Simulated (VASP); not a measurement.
Write the native input for VASP 6.6.1 that does the following.

* Task: relaxation of cell and atoms
* Functional: PBEsol
* Potentials or basis: VASP PAW PBE potentials, release 64 (Ti_sv, Al)
* Cutoff: 600 eV
* k mesh: 11 × 11 × 6
* Occupations: fermi-dirac, width 0.05 eV
* Spin: no spin polarisation
* Target pressure: 10 GPa
* Dipole correction: no
* Further INCAR settings: ALGO = Normal; EDIFF = 1e-07; IBRION = 2; EDIFFG = -0.01; NSW = 60; ISIF = 3

The structure of TiAl lies in POSCAR:

```
TiAl
1.0
    2.8672622327      0.0000000000      0.0000000000
   -1.4336311163      2.4831219328      0.0000000000
    0.0000000000      0.0000000000      4.6780830000
Ti Al
1 1
Direct
    0.0000000000      0.0000000000      0.0000000000
    0.3333333333      0.6666666667      0.5000000000
```

These files were run (other wordings do the same):

INCAR

```
SYSTEM = TiAl
PREC = Accurate ; ENCUT = 600
EDIFF = 1E-7 ; ISMEAR = -1
SIGMA = 0.05 ; LREAL = .False.
LASPH = .True. ; NELM = 100
ALGO = Normal ; ISIF = 3
LWAVE = .False. ; LCHARG = .False.
GGA = PS ; IBRION = 2
NSW = 60 ; EDIFFG = -0.01
PSTRESS = 100.0
```

KPOINTS

```
Automatic mesh
0
Gamma
  11 11 6
  0 0 0
```

Potentials or basis: VASP PAW PBE potentials, release 64 (Ti_sv, Al).

Run with:

```sh
$ cat potpaw_PBE.64/Ti_sv/POTCAR potpaw_PBE.64/Al/POTCAR > POTCAR
$ mpirun -np 1 vasp_std > vasp.out
```

Results of the run:

- Relaxed volume: 14.98 Å³/atom
- Relaxed cell: a = 2.764 Å, b = 2.764 Å, c = 4.529 Å, α = 90.00°, β = 90.00°, γ = 120.00°
- Space group after relaxing (to 0.05 Å): P-6m2 (No. 187)
- Energy change on relaxing (the enthalpy is what falls): +32.4 meV/atom
- Ionic steps: 6
- Pressure after relaxing: 10.1 GPa

Caveat: the cell is relaxed towards a set pressure, so the enthalpy falls and the energy may rise; the PAW data sets were made with another functional, which shifts forces and pressure a little.

Run time: 44 s on 1 thread of Intel(R) Xeon(R) 6975P-C (Granite Rapids), on a shared host, peak memory 0.19 GiB.
